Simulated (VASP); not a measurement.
# Ti (P6_3/mmc) in VASP: a series of runs, part 2 of 2

VASP 6.6.1. The steps go on from the part before.

### Step 4. Single point, LDA

Input file INCAR:

```
SYSTEM = Ti
PREC = Accurate
ENCUT = 520
EDIFF = 1E-7
ISMEAR = -1
SIGMA = 0.05
LREAL = .False.
LASPH = .True.
NELM = 80
ALGO = Normal
ISIF = 2
LWAVE = .False.
LCHARG = .False.
GGA = CA
NBANDS = 19
```

Input file KPOINTS:

```
Automatic mesh
0
Gamma
  15 15 8
  0 0 0
```

Input file POSCAR:

```
Ti
1.0
    2.8037907273      0.0000000000      0.0000000000
   -1.4018953637      2.4281539967      0.0000000000
    0.0000000000      0.0000000000      4.4481775756
Ti
2
Direct
    0.3333333333      0.6666666667      0.2500000000
    0.6666666667      0.3333333333      0.7500000000
```

Run with:

```
$ cat potpaw_LDA.64/Ti_sv/POTCAR > POTCAR
$ mpirun -np 1 vasp_std > vasp.out
```

Run time: 81 s. Hardware: 1 thread of Intel Xeon 8259CL, shared host; peak memory 0.18 GiB.

It converged, with:

- Free energy: -17.0605 eV
- Pressure: 8.4 GPa
- Band gap on the k mesh: zero (bands 12 and 13 overlap by 1.21 eV)

Levels at points of the mesh, in eV from the Fermi level:
```csv
k point,band 10,band 11,band 12,band 13,band 14,band 15
"(0.00, 0.00, 0.00)",-3.05,0.80,0.80,0.94,1.31,1.40
"(0.00, 0.00, 0.50)",-4.38,0.07,0.07,0.69,0.69,0.69
```

Caveat: the cell stands under pressure.

### Step 5. Single point, LDA (15.14 Å³/atom)

Input file INCAR:

```
ALGO = Normal
EDIFF = 1E-6
ENCUT = 520
ISIF = 2
ISMEAR = -1
LASPH = T
LCHARG = F
LREAL = F
LWAVE = F
NBANDS = 19
NELM = 60
PREC = Accurate
SIGMA = 0.05
```

Input file KPOINTS:

```
k-points
0
Gamma
  15 15 8
```

Input file POSCAR:

```
Ti
1.0
    2.8037907273      0.0000000000      0.0000000000
   -1.4018953636      2.4281539967      0.0000000000
    0.0000000000      0.0000000000      4.4481775756
Ti
2
Direct
    0.3333333333      0.6666666667      0.2500000000
    0.6666666667      0.3333333333      0.7500000000
```

Potentials or basis: VASP PAW LDA potentials, release 64 (Ti_sv).

Run with:

```
$ cat potpaw_LDA.64/Ti_sv/POTCAR > POTCAR
$ mpirun -np 1 vasp_std > vasp.out
```

OUTCAR:

```text
EDIFF = 1E-6
   ENCUT = 520
   ISIF = 2
   ISMEAR = -1
   LASPH = T
   LREAL = F
   NELM = 60
   PREC = Accurate

 ion  position               nearest neighbor table
   1  0.333  0.667  0.250-   2 2.75   2 2.75   2 2.75   2 2.75   2 2.75   2 2.75
   2  0.667  0.333  0.750-   1 2.75   1 2.75   1 2.75   1 2.75   1 2.75   1 2.75

  LATTYP: Found a hexagonal cell.
 ALAT       =     2.8037907273
 C/A-ratio  =     1.5864870128

  Lattice vectors:

 A1 = (   2.8037907273,   0.0000000000,   0.0000000000)
 A2 = (  -1.4018953636,   2.4281539967,   0.0000000000)
 A3 = (   0.0000000000,   0.0000000000,   4.4481775756)

Analysis of symmetry for initial positions (statically):
=====================================================================
 Subroutine PRICEL returns:
 Original cell was already a primitive cell.

 Routine SETGRP: Setting up the symmetry group for a
 hexagonal supercell.

 Subroutine GETGRP returns: Found 24 space group operations
 (whereof 12 operations were pure point group operations)
 out of a pool of 24 trial point group operations.

The static configuration has the point symmetry D_3d.
 The point group associated with its full space group is D_6h.

Analysis of symmetry for dynamics (positions and initial velocities):
=====================================================================
 Subroutine PRICEL returns:
 Original cell was already a primitive cell.

 Routine SETGRP: Setting up the symmetry group for a
 hexagonal supercell.

 Subroutine GETGRP returns: Found 24 space group operations
 (whereof 12 operations were pure point group operations)
 out of a pool of 24 trial point group operations.

The dynamic configuration has the point symmetry D_3d.
 The point group associated with its full space group is D_6h.

 Subroutine INISYM returns: Found 24 space group operations
 (whereof 12 operations are pure point group operations),
 and found     1 'primitive' translations

----------------------------------------------------------------------------------------
[... 111 lines left out ...]
   IMIX   =      4    mixing-type and parameters
     AMIX     =   0.40;   BMIX     =  1.00
     AMIX_MAG =   1.60;   BMIX_MAG =  1.00
  volume/ion in A,a.u.               =      15.14       102.18
  Fermi-wavevector in a.u.,A,eV,Ry     =   1.514993  2.862921 31.228139  2.295203
  Thomas-Fermi vector in A             =   2.624576
   LORBIT       =      0    0 simple, 1 ext, 2 COOP (PROOUT), +10 PAW based schemes
   GGA     = CA    functional components
   LHFCALC =     F    Hartree Fock is set to
   AEXX    =    0.0000 exact exchange contribution
   IVDW    =     0    specifies the selected vdW correction
   LEPSILON=     F    determine dielectric tensor
   LRPA    =     F    only Hartree local field effects (RPA)
 non-spin polarized calculation
  energy-cutoff  :      520.00
  volume of cell :       30.28
 maximum number of plane-waves:       829
 NGX is ok and might be reduce to    24
   NGX = 11   NGY = 11   NGZ = 17

 number of electron      23.9999994 magnetization

 Free energy of the ion-electron system (eV)
  ---------------------------------------------------
  ext. energy  EPLUGINS =         0.00000000
  ---------------------------------------------------
  free energy    TOTEN  =       -17.06051536 eV

  energy without entropy =      -17.04410783  energy(sigma->0) =      -17.05231160

 E-fermi :   9.6361     XC(G=0): -12.4569

 val. band max:        9.6350036929   @ k =   0.4000   0.2000   0.2500
 cond. band min:       9.6728291024   @ k =   0.3333   0.2667   0.2500
 fundamental gap:      0.0378254095
 Fermi energy:         9.6360915161

 k-point     1 :       0.0000    0.0000    0.0000
  band No.  band energies     occupation
      1     -46.3427      2.00000
      2     -46.0954      2.00000
      3     -23.5034      2.00000
      4     -22.5037      2.00000
      5     -22.5037      2.00000
      6     -22.3804      2.00000
[... 505 lines left out ...]
      6     -22.8697      2.00000
[... 11 lines left out ...]
     18      13.5730      0.00000
     19      15.6098      0.00000

 [... further k-points ...]

------------------------ aborting loop because EDIFF is reached ----------------------------------------

  FORCE on cell =-STRESS in cart. coord.  units (eV):
  Direction    XX          YY          ZZ          XY          YZ          ZX
  --------------------------------------------------------------------------------------
  -------------------------------------------------------------------------------------
  Total        1.5958979      1.5958979      1.6058866      0.0000000      0.0000000      0.0000000
  in kB       84.4329058     84.4329058     84.9613702      0.0000000      0.0000000      0.0000000
  external PRESSURE =      84.6090606 kB  Pullay stress =       0.0000000 kB

 VOLUME and BASIS-vectors are now :
 -----------------------------------------------------------------------------
  energy-cutoff  :      520.00
  volume of cell :       30.28
      direct lattice vectors                 reciprocal lattice vectors
     2.803790727  0.000000000  0.000000000     0.356660000  0.205917747  0.000000000
    -1.401895364  2.428153997  0.000000000     0.000000000  0.411835494  0.000000000
     0.000000000  0.000000000  4.448177576     0.000000000  0.000000000  0.224811169

 POSITION                                       TOTAL-FORCE (eV/Angst)
 -----------------------------------------------------------------------------------
     -0.00000      1.61877      1.11204         0.000000     -0.000000      0.000000
      1.40190      0.80938      3.33613        -0.000000      0.000000      0.000000
 -----------------------------------------------------------------------------------
    total drift:                               -0.000000      0.000000     -0.000000

  FREE ENERGIE OF THE ION-ELECTRON SYSTEM (eV)
  ---------------------------------------------------
  free  energy   TOTEN  =       -17.0605153587 eV

  energy  without entropy=      -17.0441078313  energy(sigma->0) =      -17.05231160
```

It took 73 s on 1 thread of Intel Xeon 8259CL, shared host; peak memory 0.18 GiB.

Results:

```
Free energy            : -17.0605 eV
Pressure               : 8.5 GPa
Band gap on the k mesh : zero (bands 12 and 13 overlap by 1.21 eV)
```

Caveat: the cell stands under pressure.

### Step 6. Single point, LDA (15.14 Å³/atom)

Input file INCAR:

```
ALGO = Normal ; EDIFF = 1E-7
ENCUT = 520 ; GGA = CA
ISIF = 2 ; ISMEAR = -1
LASPH = T ; LCHARG = T
LELF = T ; LREAL = F
LVHAR = T ; LWAVE = F
NBANDS = 19 ; NELM = 100
PREC = Accurate ; SIGMA = 0.05
```

KPOINTS is that of step 5.

POSCAR is that of step 5.

Potentials or basis: VASP PAW LDA potentials, release 64 (Ti_sv).

Run with:

```
$ cat potpaw_LDA.64/Ti_sv/POTCAR > POTCAR
$ mpirun -np 1 vasp_std > vasp.out
```

Wall time 80 s (1 thread of Intel Xeon 8259CL, shared host); peak memory 0.18 GiB.

The run converged. Its results:

```yaml
Free_energy: -17.0605 eV
Pressure: 8.4 GPa
Band_gap_on_the_k_mesh: zero (bands 12 and 13 overlap by 1.21 eV)
```

Levels at points of the mesh, in eV from the Fermi level:
```tsv
k point	band 8	band 9	band 10	band 11	band 12	band 13	band 14	band 15	band 16	band 17
(0.00, 0.00, 0.00)	-31.99	-6.42	-3.05	0.80	0.80	0.94	1.31	1.40	1.40	1.82
(0.00, 0.00, 0.50)	-32.06	-4.38	-4.38	0.07	0.07	0.69	0.69	0.69	0.69	3.25
```

Caveat: the cell stands under pressure.

### Step 7. The runs side by side

| task | cell | cutoff (eV) | gap on the mesh (eV) | pressure (GPa) |
| --- | --- | --- | --- | --- |
| relaxation of shape and atoms at fixed volume | relaxed from a = 2.807, b = 2.807, c = 4.437 Å, angles 90.0, 90.0, 120.0°, 2 atoms | 600 | none | 8.4 |
| relaxation of cell and atoms | relaxed from a = 2.931, b = 2.931, c = 4.749 Å, angles 90.0, 90.0, 120.0°, 2 atoms | 600 | none | 0.0 |
| single point | a = 2.804, b = 2.804, c = 4.448 Å, angles 90.0, 90.0, 120.0°, 2 atoms | 520 | none | 8.4 |

Alike in all rows: level LDA; potentials or basis VASP PAW LDA potentials, release 64 (Ti_sv); no spin polarisation; k mesh 15 × 15 × 8; smearing fermi-dirac 0.05 eV.

Caveats: the cell stands under pressure (at least some runs).

Total energies depend on the potentials used, so only differences within one code and one set of settings carry meaning.

The gap in the log of VASP goes by the Fermi energy; the results here count the filled bands.